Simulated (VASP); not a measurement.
Set up this calculation in VASP 6.6.1, as the native input.

```
Task                   : single point
Functional             : PBE
Potentials or basis    : VASP PAW PBE potentials, release 64 (In_d, As)
Cutoff                 : 520 eV
k mesh                 : 8 × 8 × 8
Occupations            : gaussian, width 0.021 eV
Spin                   : no spin polarisation
Dipole correction      : no
Further INCAR settings : ALGO = Normal; EDIFF = 1e-07; NBANDS = 16
```

The structure of InAs lies in POSCAR:

```
InAs
1.0
    0.0000000000      2.8773040000      2.8773040000
    2.8773040000      0.0000000000      2.8773040000
    2.8773040000      2.8773040000      0.0000000000
In As
1 1
Direct
    0.5000000000      0.5000000000      0.5000000000
    0.0000000000      0.0000000000      0.0000000000
```

One way to write it, as run:

INCAR

```
SYSTEM = InAs
  PREC = Accurate
  ENCUT = 520
  EDIFF = 1E-7
  ISMEAR = 0
  SIGMA = 0.020999999999999998
  LREAL = .False.
  LASPH = .True.
  NELM = 60
  ALGO = Normal
  ISIF = 2
  LWAVE = .False.
  LCHARG = .False.
  GGA = PE
  NBANDS = 16
```

KPOINTS

```
regular mesh
0
Gamma
  8 8 8
  0 0 0
```

Potentials or basis: VASP PAW PBE potentials, release 64 (In_d, As).

Command:

```console
$ cat potpaw_PBE.64/In_d/POTCAR potpaw_PBE.64/As/POTCAR > POTCAR
$ mpirun -np 1 vasp_std > vasp.out
```

It gave:

The pressure is 0.0 GPa. The band gap on the k mesh is zero (band 9 reaches 6.25 eV, above the bottom of band 10 at 3.69 eV).

Caveat: spin-orbit coupling is left out, which moves the levels of the heavy elements.

Run time: 43 s on 1 thread of Intel Xeon 8259CL, with other jobs on the host, peak memory 0.18 GiB.
